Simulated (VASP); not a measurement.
# AlCu3 (P-4m2) in VASP: notebook

Runs on AlCu3. Level: r2SCAN. Tasks: single point.

Program: VASP 6.6.1. These are calculated values, not measurements. Logs are shortened: lines on timing, memory, paths and dates and some standing lists are left out, and cuts for length are marked.

### Step 1. The cell of the first run

The structure is tetragonal, space group P-4m2 (No. 115). The conventional cell has a = 3.642 Å, b = 3.642 Å, c = 3.642 Å, α = 90.00°, β = 90.00°, γ = 90.00°. Within 3.3 Å of Al (site symmetry -4m2) lie 12 Cu at 2.49 to 2.66 Å. Within 3.3 Å of Cu (site symmetry -4m2) lie 8 Cu at 2.49 to 2.66 Å and 4 Al at 2.58 Å. Cu (site symmetry 2mm) has 4 Al at 2.49 to 2.66 Å and 8 Cu at 2.49 to 2.66 Å within 3.3 Å.

### Step 2. Single point, r2SCAN (atoms displaced along a vibrational mode)

The input, POSCAR:

```
AlCu3
1.0
    3.6418163332      0.0000000000      0.0000000000
    0.0000000000      3.6418163332      0.0000000000
    0.0000000000      0.0000000000      3.6418163332
Al Cu
1 3
Direct
    0.0000000000      0.0000000000      0.0000000000
    0.5000000000      0.5000000000      0.0000000000
    0.5000000000      0.0000000000      0.4670494091
    0.0000000000      0.5000000000      0.5329505909
```

The input, INCAR.step1:

```
SYSTEM = AlCu3
PREC = Accurate
ENCUT = 520
ISMEAR = 0
SIGMA = 0.15
LREAL = .FALSE.
LASPH = .TRUE.
NELM = 60
NBANDS = 26
GGA = PE
ALGO = Normal
EDIFF = 1E-4
LWAVE = .TRUE.
LCHARG = .FALSE.
```

The input, INCAR.step2:

```
SYSTEM = AlCu3
PREC = Accurate
ENCUT = 520
EDIFF = 1E-6
ISMEAR = 0
SIGMA = 0.15
LREAL = .FALSE.
LASPH = .TRUE.
NELM = 60
ALGO = Normal
ISIF = 2
LWAVE = .FALSE.
LCHARG = .TRUE.
METAGGA = R2SCAN
LMIXTAU = .TRUE.
LELF = .TRUE.
LVHAR = .TRUE.
NBANDS = 26
ISTART = 1
```

The input, KPOINTS:

```
Automatic mesh
0
G
  14 14 14
  0 0 0
```

Potentials or basis: VASP PAW PBE potentials, release 64 (Al, Cu).

Run with:

```sh
$ cat potpaw_PBE.64/Al/POTCAR potpaw_PBE.64/Cu/POTCAR > POTCAR
$ cp INCAR.step1 INCAR
$ mpirun -np 1 vasp_std > vasp.out
$ cp INCAR.step2 INCAR
$ mpirun -np 1 vasp_std > vasp.out
```

OUTCAR:

```text
SYSTEM = AlCu3
   PREC = Accurate
   ENCUT = 520
   EDIFF = 1E-6
   ISMEAR = 0
   LREAL = .FALSE.
   LASPH = .TRUE.
   NELM = 60
   ISIF = 2
   METAGGA = R2SCAN
   ISTART = 1

 ion  position               nearest neighbor table
   1  0.000  0.000  0.000-   3 2.49   4 2.49   4 2.49   3 2.49   2 2.58   2 2.58   2 2.58   2 2.58
                             4 2.66   4 2.66   3 2.66   3 2.66
   2  0.500  0.500  0.000-   3 2.49   4 2.49   3 2.49   4 2.49   1 2.58   1 2.58   1 2.58   1 2.58
                             4 2.66   4 2.66   3 2.66   3 2.66
   3  0.500  0.000  0.467-   1 2.49   2 2.49   2 2.49   1 2.49   4 2.59   4 2.59   4 2.59   4 2.59
                             1 2.66   2 2.66   2 2.66   1 2.66
   4  0.000  0.500  0.533-   1 2.49   2 2.49   1 2.49   2 2.49   3 2.59   3 2.59   3 2.59   3 2.59
                             1 2.66   2 2.66   2 2.66   1 2.66

  LATTYP: Found a simple cubic cell.
 ALAT       =     3.6418163332

  Lattice vectors:

 A1 = (   3.6418163332,   0.0000000000,   0.0000000000)
 A2 = (   0.0000000000,   3.6418163332,   0.0000000000)
 A3 = (   0.0000000000,   0.0000000000,   3.6418163332)

Analysis of symmetry for initial positions (statically):
=====================================================================
 Subroutine PRICEL returns:
 Original cell was already a primitive cell.

 Routine SETGRP: Setting up the symmetry group for a
 simple cubic supercell.

 Subroutine GETGRP returns: Found  8 space group operations
 (whereof  8 operations were pure point group operations)
 out of a pool of 48 trial point group operations.

The static configuration has the point symmetry D_2d.

Analysis of symmetry for dynamics (positions and initial velocities):
=====================================================================
 Subroutine PRICEL returns:
 Original cell was already a primitive cell.

 Routine SETGRP: Setting up the symmetry group for a
 simple cubic supercell.

 Subroutine GETGRP returns: Found  8 space group operations
 (whereof  8 operations were pure point group operations)
 out of a pool of 48 trial point group operations.

The dynamic configuration has the point symmetry D_2d.

 Subroutine INISYM returns: Found  8 space group operations
 (whereof  8 operations are pure point group operations),
 and found     1 'primitive' translations

----------------------------------------------------------------------------------------

                                     Primitive cell

  volume of cell :      48.3008

  direct lattice vectors                    reciprocal lattice vectors
     3.641816333  0.000000000  0.000000000     0.274588257  0.000000000  0.000000000
     0.000000000  3.641816333  0.000000000     0.000000000  0.274588257  0.000000000
     0.000000000  0.000000000  3.641816333     0.000000000  0.000000000  0.274588257

  length of vectors
     3.641816333  3.641816333  3.641816333     0.274588257  0.274588257  0.274588257

  position of ions in fractional coordinates (direct lattice)
     0.000000000  0.000000000  0.000000000
     0.500000000  0.500000000  0.000000000
     0.500000000  0.000000000  0.467049409
     0.000000000  0.500000000  0.532950591

  ion indices of the primitive-cell ions
   primitive index   ion index
                 1           1
                 2           2
                 3           3
                 4           4

----------------------------------------------------------------------------------------

 KPOINTS: Automatic mesh

Automatic generation of k-mesh.
 Grid dimensions read from file:
 generate k-points for:   14   14   14

 Generating k-lattice:

  Cartesian coordinates                     Fractional coordinates (reciprocal lattice)
     0.019613447  0.000000000  0.000000000     0.071428571  0.000000000  0.000000000
     0.000000000  0.019613447  0.000000000     0.000000000  0.071428571  0.000000000
     0.000000000  0.000000000  0.019613447     0.000000000  0.000000000  0.071428571

  Length of vectors
     0.019613447  0.019613447  0.019613447

  Shift w.r.t. Gamma in fractional coordinates (k-lattice)
     0.000000000  0.000000000  0.000000000

 Subroutine IBZKPT returns following result:
 ===========================================

 Found    288 irreducible k-points:

 Following reciprocal coordinates:
            Coordinates               Weight
  0.000000  0.000000  0.000000      1.000000
  0.071429  0.000000  0.000000      4.000000
  0.000000  0.000000  0.071429      2.000000
  0.142857  0.000000  0.000000      4.000000
  0.000000  0.000000  0.142857      2.000000
  0.214286  0.000000  0.000000      4.000000
[... 16 lines left out ...]
  0.071429  0.000000  0.214286      8.000000
  0.285714  0.071429  0.000000      8.000000
 [... further k-points ...]
   k-points           NKPTS =    288   k-points in BZ     NKDIM =    288   number of bands    NBANDS=     26
   number of dos      NEDOS =    301   number of ions     NIONS =      4
   total plane-waves  NPLWV =  21952
   dimension x,y,z NGX =    28 NGY =   28 NGZ =   28
   dimension x,y,z NGXF=    56 NGYF=   56 NGZF=   56
   ions per type =               1   3
   NGX,Y,Z   is equivalent  to a cutoff of  12.78, 12.78, 12.78 a.u.
   NGXF,Y,Z  is equivalent  to a cutoff of  25.56, 25.56, 25.56 a.u.
 SYSTEM =  AlCu3
   PREC   = accura    normal or accurate (medium, high low for compatibility)
   ISTART =      1    job   : 0-new  1-cont  2-samecut
   ICHARG =      0    charge: 1-file 2-atom 10-const
   ISPIN  =      1    spin polarized calculation?
   LNONCOLLINEAR =      F non collinear calculations
   LSORBIT =      F    spin-orbit coupling
   LASPH  =      T    aspherical Exc in radial PAW
   ENCUT  =  520.0 eV  38.22 Ry    6.18 a.u.   6.77  6.77  6.77*2*pi/ulx,y,z
   NELM   =     60;   NELMIN=  2; NELMDL=  0     # of ELM steps
   EDIFF  = 0.1E-05   stopping-criterion for ELM
   LREAL  =      F    real-space projection
   EDIFFG = 0.1E-04   stopping-criterion for IOM
   NSW    =      0    number of steps for IOM
   IBRION =     -1    ionic relax: 0-MD 1-quasi-New 2-CG
   NFREE  =      0    steps in history (QN), initial steepest desc. (CG)
   ISIF   =      2    stress and relaxation
   ISYM   =      2    0-nonsym 1-usesym 2-fastsym
   POTIM  = 0.5000    time-step for ionic-motion
   TEBEG  =    0.0;   TEEND  =   0.0 temperature during run
   PSTRESS=    0.0 pullay stress
   NELECT =      36.0000    total number of electrons
   NUPDOWN=      -1.0000    fix difference up-down
   EMIN   =  10.00;   EMAX   =-10.00  energy-range for DOS
   EFERMI =   0.00;   METHOD = LEGACY
   ISMEAR =     0;   SIGMA  =   0.15  broadening in eV -4-tet -1-fermi 0-gaus
   EFERMI_NEDOS =   21; number of points for ismear=-14 and -15
   IALGO  =     38    algorithm
   IMIX   =      4    mixing-type and parameters
     AMIX     =   0.40;   BMIX     =  1.00
     AMIX_MAG =   1.60;   BMIX_MAG =  1.00
  volume/ion in A,a.u.               =      12.08        81.49
  Fermi-wavevector in a.u.,A,eV,Ry     =   1.484309  2.804937 29.975987  2.203173
  Thomas-Fermi vector in A             =   2.597862
   LORBIT       =      0    0 simple, 1 ext, 2 COOP (PROOUT), +10 PAW based schemes
   METAGGA = R2SCAN    functional components
   LHFCALC =     F    Hartree Fock is set to
   AEXX    =    0.0000 exact exchange contribution
   IVDW    =     0    specifies the selected vdW correction
   LEPSILON=     F    determine dielectric tensor
   LRPA    =     F    only Hartree local field effects (RPA)
 non-spin polarized calculation
 Gauss-broadening in eV      SIGMA  =   0.15
  energy-cutoff  :      520.00
  volume of cell :       48.30
 maximum number of plane-waves:      1332
 NGX is ok and might be reduce to    28
   NGX = 13   NGY = 13   NGZ = 13

 number of electron      36.0000004 magnetization

 Free energy of the ion-electron system (eV)
  ---------------------------------------------------
  ext. energy  EPLUGINS =         0.00000000
  ---------------------------------------------------
  free energy    TOTEN  =       -39.88407210 eV

  energy without entropy =      -39.87137928  energy(sigma->0) =      -39.87772569

 E-fermi :   8.5113     XC(G=0): -13.3288

 val. band max:        8.5084166480   @ k =   0.2857   0.0714   0.5000
 cond. band min:       8.5151145197   @ k =   0.2857   0.0000   0.5000
 fundamental gap:      0.0066978716
 Fermi energy:         8.5112846504

 k-point     1 :       0.0000    0.0000    0.0000
  band No.  band energies     occupation
      1      -2.6339      2.00000
      2       2.9473      2.00000
      3       3.4827      2.00000
      4       3.5282      2.00000
      5       3.8198      2.00000
      6       3.8198      2.00000
[... 18 lines left out ...]
     25      19.7834      0.00000
     26      21.0790      0.00000

 k-point     2 :       0.0714    0.0000    0.0000
  band No.  band energies     occupation
      1      -2.5720      2.00000
      2       2.9632      2.00000
      3       3.4623      2.00000
      4       3.5501      2.00000
      5       3.8073      2.00000
      6       3.8316      2.00000
[... 18 lines left out ...]
     25      19.5437      0.00000
     26      20.7110      0.00000

 k-point     3 :       0.0000    0.0000    0.0714
  band No.  band energies     occupation
      1      -2.5720      2.00000
      2       2.9648      2.00000
      3       3.4785      2.00000
      4       3.5363      2.00000
      5       3.8279      2.00000
      6       3.8279      2.00000
[... 572 lines left out ...]
 k-point    23 :       0.0714    0.0000    0.2143
  band No.  band energies     occupation
      1      -2.0211      2.00000
      2       2.9418      2.00000
      3       3.3355      2.00000
      4       3.7522      2.00000
      5       3.8590      2.00000
      6       3.8934      2.00000
[... 18 lines left out ...]
     25      18.6367      0.00000
     26      19.6832      0.00000

 k-point    24 :       0.2857    0.0714    0.0000
  band No.  band energies     occupation
      1      -1.6001      2.00000
      2       2.5280      2.00000
      3       3.3881      2.00000
      4       3.8208      2.00000
      5       3.8802      2.00000
      6       4.0189      2.00000
[... 18 lines left out ...]
     25      18.5728      0.00000
     26      18.9872      0.00000

 [... further k-points ...]

------------------------ aborting loop because EDIFF is reached ----------------------------------------

  FORCE on cell =-STRESS in cart. coord.  units (eV):
  Direction    XX          YY          ZZ          XY          YZ          ZX
  --------------------------------------------------------------------------------------
  -------------------------------------------------------------------------------------
  Total        0.4459925      0.4459925      0.4646194      0.0000000     -0.0000000      0.0000000
  in kB       14.7939460     14.7939460     15.4118145      0.0000000     -0.0000000      0.0000000
  external PRESSURE =      14.9999022 kB  Pullay stress =       0.0000000 kB

 VOLUME and BASIS-vectors are now :
 -----------------------------------------------------------------------------
  energy-cutoff  :      520.00
  volume of cell :       48.30
      direct lattice vectors                 reciprocal lattice vectors
     3.641816333  0.000000000  0.000000000     0.274588257  0.000000000  0.000000000
     0.000000000  3.641816333  0.000000000     0.000000000  0.274588257  0.000000000
     0.000000000  0.000000000  3.641816333     0.000000000  0.000000000  0.274588257

 POSITION                                       TOTAL-FORCE (eV/Angst)
 -----------------------------------------------------------------------------------
      0.00000      0.00000      0.00000         0.000000     -0.000000     -0.000000
      1.82091      1.82091      0.00000         0.000000      0.000000     -0.000000
      1.82091      0.00000      1.70091         0.000000     -0.000000      0.802055
      0.00000      1.82091      1.94091         0.000000     -0.000000     -0.802055
 -----------------------------------------------------------------------------------
    total drift:                                0.000000      0.000000     -0.000000

  FREE ENERGIE OF THE ION-ELECTRON SYSTEM (eV)
  ---------------------------------------------------
  free  energy   TOTEN  =       -39.8840720976 eV

  energy  without entropy=      -39.8713792818  energy(sigma->0) =      -39.87772569
```

Wall time 33 min (1 thread of Oxide Virtual Turin-like, shared host); peak memory 0.36 GiB.

What came out:

```
Free energy            : -39.8841 eV
Pressure               : 1.5 GPa
Largest force          : 0.802 eV/Å
Band gap on the k mesh : zero (bands 18 and 19 overlap by 5.84 eV)
```

Forces on the atoms (eV/Å):
```
Al   0.000  0.000  0.000
Cu   0.000  0.000  0.000
Cu   0.000  0.000  0.802
Cu   0.000  0.000 -0.802
```

Caveat: the cell differs from its parent crystal (atoms displaced along a vibrational mode); the PAW data sets were made with another functional, which shifts forces and pressure a little.

### Step 3. Single point, r2SCAN (atoms displaced along a vibrational mode)

Edit POSCAR of step 2 so:

```diff
@@ -10,3 +10,3 @@
     0.5000000000      0.5000000000      0.0000000000
-    0.5000000000      0.0000000000      0.4670494091
-    0.0000000000      0.5000000000      0.5329505909
+    0.5000000000      0.0000000000      0.5247129431
+    0.0000000000      0.5000000000      0.4752870569
```

The input, INCAR.step1:

```
PREC = Accurate
ENCUT = 520
ISMEAR = 0
SIGMA = 0.15
LREAL = False
LASPH = True
NELM = 80
NBANDS = 26
GGA = PE
ALGO = Normal
EDIFF = 1E-4
LWAVE = True
LCHARG = False
```

The input, INCAR.step2:

```
PREC = Accurate
ENCUT = 520
EDIFF = 1E-6
ISMEAR = 0
SIGMA = 0.15
LREAL = False
LASPH = True
NELM = 80
ALGO = Normal
ISIF = 2
LWAVE = False
LCHARG = False
METAGGA = R2SCAN
LMIXTAU = True
NBANDS = 26
ISTART = 1
```

The input, KPOINTS:

```
regular mesh
0
Gamma
  14 14 14
```

Potentials or basis: VASP PAW PBE potentials, release 64 (Al, Cu).

Run with:

```sh
$ cat potpaw_PBE.64/Al/POTCAR potpaw_PBE.64/Cu/POTCAR > POTCAR
$ cp INCAR.step1 INCAR
$ mpirun -np 1 vasp_std > vasp.out
$ cp INCAR.step2 INCAR
$ mpirun -np 1 vasp_std > vasp.out
```

Wall time 29 min (1 thread of Oxide Virtual Turin-like, shared host); peak memory 0.36 GiB.

It converged, with:

* Free energy: -39.9257 eV
* Pressure: 1.0 GPa
* Largest force: 0.582 eV/Å
* Band gap on the k mesh: zero (bands 18 and 19 overlap by 5.87 eV)

Forces on the atoms (eV/Å):
```
Al   0.000  0.000  0.000
Cu   0.000  0.000  0.000
Cu   0.000  0.000 -0.582
Cu   0.000  0.000  0.582
```

Levels at points of the mesh, in eV from the Fermi level:
```
           k point  band 15  band 16  band 17  band 18  band 19  band 20  band 21  band 22
(0.00, 0.00, 0.00)    -2.16    -2.16    -0.29    -0.29    -0.22     4.51     4.57     5.49
(0.50, 0.00, 0.00)    -2.97    -2.60    -2.15     3.83     3.96     4.06     4.10     5.00
(0.00, 0.00, 0.50)    -2.92    -2.62    -2.17     3.94     3.94     4.12     4.12     4.91
(0.50, 0.50, 0.00)    -3.04    -2.79    -2.41    -1.31    -1.31     6.61     6.75     6.75
(0.00, 0.50, 0.50)    -2.95    -2.80    -2.43    -1.29    -1.28     6.48     6.69     6.90
(0.50, 0.50, 0.50)    -3.00    -2.37    -2.34    -2.34    -1.41     1.50     1.89     1.90
```

Caveat: the cell differs from its parent crystal (atoms displaced along a vibrational mode); the PAW data sets were made with another functional, which shifts forces and pressure a little.
